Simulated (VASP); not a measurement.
# BaTe (zincblende type) (F-43m) in VASP: single point with PBE

Aim: the single point of BaTe (zincblende type) with PBE.

Program: VASP 6.6.1. These are calculated values, not measurements. Logs are shortened: lines on timing, memory, paths and dates and some standing lists are left out, and cuts for length are marked.

## Step 1: The cell of the first run

It takes space group F-43m (No. 216, cubic). The conventional cell has a = 7.936 Å, b = 7.936 Å, c = 7.936 Å, α = 90.00°, β = 90.00°, γ = 90.00°. Within 4.5 Å of Ba (site symmetry -43m) lie 4 Te at 3.44 Å. Within 4.5 Å of Te (site symmetry -43m) lie 4 Ba at 3.44 Å.

## Step 2: Single point, PBE (62.48 Å³/atom)

Input file INCAR:

```
SYSTEM = BaTe
PREC     = Accurate       ! precision mode
ENCUT    = 520            ! plane-wave cutoff, eV
EDIFF    = 1E-6           ! SCF threshold, eV
ISMEAR   = -1             ! smearing method
SIGMA    = 0.05           ! smearing width, eV
LREAL    = .FALSE.        ! projectors in reciprocal space
LASPH    = .TRUE.         ! aspherical terms in the spheres
NELM     = 80             ! most SCF steps
ALGO     = Normal         ! electronic algorithm
ISIF     = 2              ! what is computed and relaxed
LWAVE    = .FALSE.        ! write WAVECAR
LCHARG   = .FALSE.        ! write CHGCAR
GGA      = PE             ! functional
NBANDS   = 15             ! bands
```

Input file KPOINTS:

```
regular mesh
0
G
  11 11 11
  0 0 0
```

Input file POSCAR:

```
BaTe
1.0
    0.0000000000      3.9679978458      3.9679978458
    3.9679978458      0.0000000000      3.9679978458
    3.9679978458      3.9679978458      0.0000000000
Ba Te
1 1
Direct
    0.0000000000      0.0000000000      0.0000000000
    0.2500000000      0.2500000000      0.2500000000
```

Potentials or basis: VASP PAW PBE potentials, release 64 (Ba_sv, Te).

The run is started by

```
cat potpaw_PBE.64/Ba_sv/POTCAR potpaw_PBE.64/Te/POTCAR > POTCAR
mpirun -np 1 vasp_std > vasp.out
```

OUTCAR:

```text
SYSTEM = BaTe
   PREC = Accurate
   ENCUT = 520
   EDIFF = 1E-6
   ISMEAR = -1
   LREAL = .FALSE.
   LASPH = .TRUE.
   NELM = 80
   ISIF = 2
   GGA = PE

 ion  position               nearest neighbor table
   1  0.000  0.000  0.000-   2 3.44   2 3.44   2 3.44   2 3.44
   2  0.250  0.250  0.250-   1 3.44   1 3.44   1 3.44   1 3.44

  LATTYP: Found a face centered cubic cell.
 ALAT       =     7.9359956916

  Lattice vectors:

 A1 = (   0.0000000000,   3.9679978458,   3.9679978458)
 A2 = (   3.9679978458,   0.0000000000,   3.9679978458)
 A3 = (   3.9679978458,   3.9679978458,   0.0000000000)

Analysis of symmetry for initial positions (statically):
=====================================================================
 Subroutine PRICEL returns:
 Original cell was already a primitive cell.

 Routine SETGRP: Setting up the symmetry group for a
 face centered cubic supercell.

 Subroutine GETGRP returns: Found 24 space group operations
 (whereof 24 operations were pure point group operations)
 out of a pool of 48 trial point group operations.

The static configuration has the point symmetry T_d .

Analysis of symmetry for dynamics (positions and initial velocities):
=====================================================================
 Subroutine PRICEL returns:
 Original cell was already a primitive cell.

 Routine SETGRP: Setting up the symmetry group for a
 face centered cubic supercell.

 Subroutine GETGRP returns: Found 24 space group operations
 (whereof 24 operations were pure point group operations)
 out of a pool of 48 trial point group operations.

The dynamic configuration has the point symmetry T_d .

 Subroutine INISYM returns: Found 24 space group operations
 (whereof 24 operations are pure point group operations),
 and found     1 'primitive' translations

----------------------------------------------------------------------------------------

                                     Primitive cell

  volume of cell :     124.9523

  direct lattice vectors                    reciprocal lattice vectors
     0.000000000  3.967997846  3.967997846    -0.126008133  0.126008133  0.126008133
     3.967997846  0.000000000  3.967997846     0.126008133 -0.126008133  0.126008133
     3.967997846  3.967997846  0.000000000     0.126008133  0.126008133 -0.126008133

  length of vectors
     5.611596369  5.611596369  5.611596369     0.218252488  0.218252488  0.218252488

  position of ions in fractional coordinates (direct lattice)
     0.000000000  0.000000000  0.000000000
     0.250000000  0.250000000  0.250000000

  ion indices of the primitive-cell ions
   primitive index   ion index
                 1           1
                 2           2

----------------------------------------------------------------------------------------

 KPOINTS: regular mesh

Automatic generation of k-mesh.
 Grid dimensions read from file:
 generate k-points for:   11   11   11

 Generating k-lattice:

  Cartesian coordinates                     Fractional coordinates (reciprocal lattice)
    -0.011455285  0.011455285  0.011455285     0.090909091  0.000000000  0.000000000
     0.011455285 -0.011455285  0.011455285     0.000000000  0.090909091  0.000000000
     0.011455285  0.011455285 -0.011455285     0.000000000  0.000000000  0.090909091

  Length of vectors
     0.019841135  0.019841135  0.019841135

  Shift w.r.t. Gamma in fractional coordinates (k-lattice)
     0.000000000  0.000000000  0.000000000

 Subroutine IBZKPT returns following result:
 ===========================================

 Found     56 irreducible k-points:

 Following reciprocal coordinates:
            Coordinates               Weight
  0.000000  0.000000  0.000000      1.000000
  0.090909  0.000000  0.000000      8.000000
  0.181818  0.000000  0.000000      8.000000
  0.272727  0.000000  0.000000      8.000000
  0.363636  0.000000  0.000000      8.000000
  0.454545  0.000000  0.000000      8.000000
[... 16 lines left out ...]
 -0.272727  0.181818  0.000000     24.000000
 -0.181818  0.181818  0.000000     12.000000
 [... further k-points ...]
   k-points           NKPTS =     56   k-points in BZ     NKDIM =     56   number of bands    NBANDS=     15
   number of dos      NEDOS =    301   number of ions     NIONS =      2
   total plane-waves  NPLWV =  74088
   dimension x,y,z NGX =    42 NGY =   42 NGZ =   42
   dimension x,y,z NGXF=    84 NGYF=   84 NGZF=   84
   ions per type =               1   1
   NGX,Y,Z   is equivalent  to a cutoff of  12.44, 12.44, 12.44 a.u.
   NGXF,Y,Z  is equivalent  to a cutoff of  24.89, 24.89, 24.89 a.u.
 SYSTEM =  BaTe
   PREC   = accura    normal or accurate (medium, high low for compatibility)
   ISTART =      0    job   : 0-new  1-cont  2-samecut
   ICHARG =      2    charge: 1-file 2-atom 10-const
   ISPIN  =      1    spin polarized calculation?
   LNONCOLLINEAR =      F non collinear calculations
   LSORBIT =      F    spin-orbit coupling
   LASPH  =      T    aspherical Exc in radial PAW
   ENCUT  =  520.0 eV  38.22 Ry    6.18 a.u.  10.43 10.43 10.43*2*pi/ulx,y,z
   NELM   =     80;   NELMIN=  2; NELMDL= -5     # of ELM steps
   EDIFF  = 0.1E-05   stopping-criterion for ELM
   LREAL  =      F    real-space projection
   EDIFFG = 0.1E-04   stopping-criterion for IOM
   NSW    =      0    number of steps for IOM
   IBRION =     -1    ionic relax: 0-MD 1-quasi-New 2-CG
   NFREE  =      0    steps in history (QN), initial steepest desc. (CG)
   ISIF   =      2    stress and relaxation
   ISYM   =      2    0-nonsym 1-usesym 2-fastsym
   POTIM  = 0.5000    time-step for ionic-motion
   TEBEG  =    0.0;   TEEND  =   0.0 temperature during run
   PSTRESS=    0.0 pullay stress
   NELECT =      16.0000    total number of electrons
   NUPDOWN=      -1.0000    fix difference up-down
   EMIN   =  10.00;   EMAX   =-10.00  energy-range for DOS
   EFERMI =   0.00;   METHOD = LEGACY
   ISMEAR =    -1;   SIGMA  =   0.05  broadening in eV -4-tet -1-fermi 0-gaus
   EFERMI_NEDOS =   21; number of points for ismear=-14 and -15
   IALGO  =     38    algorithm
   IMIX   =      4    mixing-type and parameters
     AMIX     =   0.40;   BMIX     =  1.00
     AMIX_MAG =   1.60;   BMIX_MAG =  1.00
  volume/ion in A,a.u.               =      62.48       421.61
  Fermi-wavevector in a.u.,A,eV,Ry     =   0.825151  1.559309  9.263854  0.680874
  Thomas-Fermi vector in A             =   1.936960
   LORBIT       =      0    0 simple, 1 ext, 2 COOP (PROOUT), +10 PAW based schemes
   GGA     = PE    functional components
   LHFCALC =     F    Hartree Fock is set to
   AEXX    =    0.0000 exact exchange contribution
   IVDW    =     0    specifies the selected vdW correction
   LEPSILON=     F    determine dielectric tensor
   LRPA    =     F    only Hartree local field effects (RPA)
 non-spin polarized calculation
  energy-cutoff  :      520.00
  volume of cell :      124.95
 maximum number of plane-waves:      3395
 NGX is ok and might be reduce to    42
   NGX = 21   NGY = 21   NGZ = 21

 number of electron      16.0000000 magnetization

 Free energy of the ion-electron system (eV)
  ---------------------------------------------------
  ext. energy  EPLUGINS =         0.00000000
  ---------------------------------------------------
  free energy    TOTEN  =        -8.08585104 eV

  energy without entropy =       -8.08585104  energy(sigma->0) =       -8.08585104

 E-fermi :   1.0108     XC(G=0):  -6.5459

 val. band max:       -0.1506638376   @ k =  -0.3636   0.4545   0.1818
 cond. band min:       2.3798267461   @ k =   0.0000   0.0000   0.0000
 fundamental gap:      2.5304905837
 Fermi energy:         1.0107811734

 k-point     1 :       0.0000    0.0000    0.0000
  band No.  band energies     occupation
      1     -27.1551      2.00000
      2     -12.3286      2.00000
      3     -12.3286      2.00000
      4     -12.3286      2.00000
      5      -8.8137      2.00000
      6      -0.5252      2.00000
      7      -0.5252      2.00000
      8      -0.5252      2.00000
      9       2.3798      0.00000
     10       3.9385      0.00000
     11       3.9385      0.00000
     12       5.8051      0.00000
     13       5.8051      0.00000
     14       5.8051      0.00000
     15       7.5459      0.00000

 k-point     2 :       0.0909    0.0000    0.0000
  band No.  band energies     occupation
      1     -27.1549      2.00000
      2     -12.3398      2.00000
      3     -12.3296      2.00000
      4     -12.3296      2.00000
      5      -8.7950      2.00000
      6      -0.5737      2.00000
      7      -0.5110      2.00000
      8      -0.5110      2.00000
      9       2.5478      0.00000
     10       3.8940      0.00000
     11       3.8940      0.00000
     12       5.7024      0.00000
     13       5.8914      0.00000
     14       5.8914      0.00000
     15       7.1369      0.00000

 k-point     3 :       0.1818    0.0000    0.0000
  band No.  band energies     occupation
      1     -27.1543      2.00000
      2     -12.3693      2.00000
      3     -12.3321      2.00000
      4     -12.3321      2.00000
      5      -8.7455      2.00000
      6      -0.6741      2.00000
      7      -0.4736      2.00000
      8      -0.4736      2.00000
      9       2.9746      0.00000
     10       3.8226      0.00000
     11       3.8226      0.00000
     12       5.4380      0.00000
     13       5.9766      0.00000
     14       5.9766      0.00000
     15       6.4222      0.00000

 k-point     4 :       0.2727    0.0000    0.0000
  band No.  band energies     occupation
      1     -27.1536      2.00000
      2     -12.4068      2.00000
      3     -12.3353      2.00000
      4     -12.3353      2.00000
      5      -8.6824      2.00000
      6      -0.7563      2.00000
      7      -0.4266      2.00000
      8      -0.4266      2.00000
      9       3.4681      0.00000
     10       3.8190      0.00000
     11       3.8190      0.00000
     12       5.0023      0.00000
     13       5.7788      0.00000
     14       5.7788      0.00000
     15       6.0542      0.00000
[... 307 lines left out ...]
 k-point    22 :      -0.3636    0.1818    0.0000
  band No.  band energies     occupation
      1     -27.1523      2.00000
      2     -12.4557      2.00000
      3     -12.3569      2.00000
      4     -12.3421      2.00000
      5      -8.5713      2.00000
      6      -0.7282      2.00000
      7      -0.4594      2.00000
      8      -0.3230      2.00000
      9       3.4007      0.00000
     10       3.8044      0.00000
     11       4.0505      0.00000
     12       4.9113      0.00000
     13       5.2771      0.00000
     14       5.4982      0.00000
     15       6.8239      0.00000

 k-point    23 :      -0.2727    0.1818    0.0000
  band No.  band energies     occupation
      1     -27.1528      2.00000
      2     -12.4366      2.00000
      3     -12.3537      2.00000
      4     -12.3385      2.00000
      5      -8.6084      2.00000
      6      -0.7494      2.00000
      7      -0.4443      2.00000
      8      -0.3648      2.00000
      9       3.6274      0.00000
     10       3.6512      0.00000
     11       4.0537      0.00000
     12       4.7229      0.00000
     13       5.3959      0.00000
     14       5.8700      0.00000
     15       6.4938      0.00000

 k-point    24 :      -0.1818    0.1818    0.0000
  band No.  band energies     occupation
      1     -27.1534      2.00000
      2     -12.4108      2.00000
      3     -12.3467      2.00000
      4     -12.3349      2.00000
      5      -8.6607      2.00000
      6      -0.7565      2.00000
      7      -0.4318      2.00000
      8      -0.4138      2.00000
      9       3.5811      0.00000
     10       3.6315      0.00000
     11       3.9863      0.00000
     12       4.7744      0.00000
     13       5.5777      0.00000
     14       6.1116      0.00000
     15       6.5163      0.00000

 [... further k-points ...]

------------------------ aborting loop because EDIFF is reached ----------------------------------------

  FORCE on cell =-STRESS in cart. coord.  units (eV):
  Direction    XX          YY          ZZ          XY          YZ          ZX
  --------------------------------------------------------------------------------------
  -------------------------------------------------------------------------------------
  Total       -0.4040216     -0.4040216     -0.4040216     -0.0000000      0.0000000      0.0000000
  in kB       -5.1804906     -5.1804906     -5.1804906     -0.0000000      0.0000000      0.0000000
  external PRESSURE =      -5.1804906 kB  Pullay stress =       0.0000000 kB

 VOLUME and BASIS-vectors are now :
 -----------------------------------------------------------------------------
  energy-cutoff  :      520.00
  volume of cell :      124.95
      direct lattice vectors                 reciprocal lattice vectors
     0.000000000  3.967997846  3.967997846    -0.126008133  0.126008133  0.126008133
     3.967997846  0.000000000  3.967997846     0.126008133 -0.126008133  0.126008133
     3.967997846  3.967997846  0.000000000     0.126008133  0.126008133 -0.126008133

 POSITION                                       TOTAL-FORCE (eV/Angst)
 -----------------------------------------------------------------------------------
      0.00000      0.00000      0.00000         0.000000      0.000000      0.000000
      1.98400      1.98400      1.98400        -0.000000     -0.000000     -0.000000
 -----------------------------------------------------------------------------------
    total drift:                               -0.000000     -0.000000     -0.000000

  FREE ENERGIE OF THE ION-ELECTRON SYSTEM (eV)
  ---------------------------------------------------
  free  energy   TOTEN  =        -8.0858510371 eV

  energy  without entropy=       -8.0858510370  energy(sigma->0) =       -8.08585104
```

Run time: 2.9 min. Hardware: 1 thread of Intel Xeon 8259CL, shared host; peak memory 0.33 GiB.

Results:

```
Free energy            : -8.0859 eV
Pressure               : -0.5 GPa
Band gap on the k mesh : 2.53 eV (least direct gap 2.90 eV)
```

Caveat: spin-orbit coupling is left out, which moves the levels of the heavy elements; an odd mesh through Γ misses points on the zone boundary, where band edges can lie.
